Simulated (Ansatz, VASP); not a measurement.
**Two plane-wave programs on SiNi2**

The input INCAR:

```
ALGO     = Fast           # electronic algorithm
EDIFF    = 1E-7           # SCF threshold, eV
ENCUT    = 520            # plane-wave cutoff, eV
GGA      = PE             # functional
ISIF     = 2              # what is computed and relaxed
ISMEAR   = 0              # smearing method
ISPIN    = 2              # spin polarisation
LASPH    = True           # aspherical terms in the spheres
LCHARG   = False          # write CHGCAR
LMAXMIX  = 4              # l up to which the mixer works
LORBIT   = 11             # projections on sites
LREAL    = False          # projectors in reciprocal space
LWAVE    = False          # write WAVECAR
MAGMOM   = 0 0 0 0 0 0    # initial moments
NBANDS   = 37             # bands
NELM     = 150            # most SCF steps
PREC     = Accurate       # precision mode
SIGMA    = 0.05           # smearing width, eV
```

Contents of KPOINTS:

```
k-points
0
Gamma
  12 12 8
```

POSCAR

```
SiNi2
1.0
    3.6337209578      0.0000000000      0.0000000000
   -1.8168604789      3.1468946597      0.0000000000
    0.0000000000      0.0000000000      4.6870832376
Si Ni
2 4
Direct
    0.3333333333      0.6666666667      0.7500000000
    0.6666666667      0.3333333333      0.2500000000
    0.0000000000      0.0000000000      0.0000000000
    0.0000000000      0.0000000000      0.5000000000
    0.3333333333      0.6666666667      0.2500000000
    0.6666666667      0.3333333333      0.7500000000
```

Input for Ansatz:

```yaml
crystal:
  lattice:
    - [3.6337209578, 0.0, 0.0]
    - [-1.8168604789, 3.1468946597, 0.0]
    - [0.0, 0.0, 4.6870832376]
  atoms:
    - { symbol: Si, position: [0.3333333333, 0.6666666667, 0.75] }
    - { symbol: Si, position: [0.6666666667, 0.3333333333, 0.25] }
    - { symbol: Ni, position: [0.0, 0.0, 0.0] }
    - { symbol: Ni, position: [0.0, 0.0, 0.5] }
    - { symbol: Ni, position: [0.3333333333, 0.6666666667, 0.25] }
    - { symbol: Ni, position: [0.6666666667, 0.3333333333, 0.75] }
magnetization:
  spin_polarized: true
basis:
  ecutwfc: 500
  fft_grid_basis: typed
kpoints:
  mp_grid: { grid: [12, 12, 8] }
hamiltonian:
  xc: pbe
scf:
  occupations: { method: gaussian, width: 0.05 }
output:
  forces: true
  stress: true
  eigenvalues: true
  bader: true
  write_density: true
  volumetric_format: npy
  populations: true
  elf: true
```

Alike in both runs: task single point; functional PBE; k mesh 12 × 12 × 8; occupations gaussian, width 0.05 eV; collinear spin.

|  | VASP | Ansatz |
| --- | --- | --- |
| version | VASP 6.6.1 | Ansatz 0.2.0 |
| potentials or method | VASP PAW PBE potentials, release 64 (Si, Ni), cutoff 520 eV | scalar-relativistic, plane waves, PAW |
| valence electrons in the cell | 48 | 80 |

```csv
,VASP,Ansatz,Ansatz less VASP
gap on the k mesh at the Fermi level (eV),none,none,-
net moment per atom (μB),0.00,0.00,0.000
```

A gap of «none» marks a metal or a gap that the smearing closes. VASP's potentials hold 48 valence electrons a cell and Ansatz's 80, so a difference there can come from the potentials and not from the codes. Ansatz's warnings: no starting moments.
